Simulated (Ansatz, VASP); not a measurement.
**One calculation of Zr2PbO, two programs**

```
Zr Pb O
1.0
     3.32659    0.00000    0.00000
    -1.66330    2.88091    0.00000
     0.00000    0.00000    7.68920
Zr Pb O
2 1 1
Direct
  0.33333 0.66667 0.16884
  0.66667 0.33333 0.83116
  0.00000 0.00000 0.50000
  0.00000 0.00000 0.00000
```

Alike in both runs: functional PBE; k mesh 18 × 18 × 8; occupations gaussian, width 0.1 eV; no spin polarisation.

Ansatz relaxed the structure, and its values are those at the end. VASP's run is a single point on that final structure, the one shown.

|  | VASP | Ansatz |
| --- | --- | --- |
| version | VASP 6.6.1 | Ansatz 0.2.0 |
| potentials or method | VASP PAW PBE potentials, release 64 (Zr_sv, Pb_d, O), cutoff 520 eV | scalar-relativistic, plane waves, PAW |
| valence electrons in the cell | 44 | 44 |

|  | VASP | Ansatz | Ansatz less VASP |
| --- | --- | --- | --- |
| gap on the k mesh at the Fermi level (eV) | none | none | - |
| pressure (GPa) | 0.1 | 0.0 | -0.09 |
| rms of the force components (eV/Å) | 0.006 | 0.002 | -0.0041 |

A gap of «none» marks a metal or a gap that the smearing closes.

Neither program's run includes spin-orbit coupling.
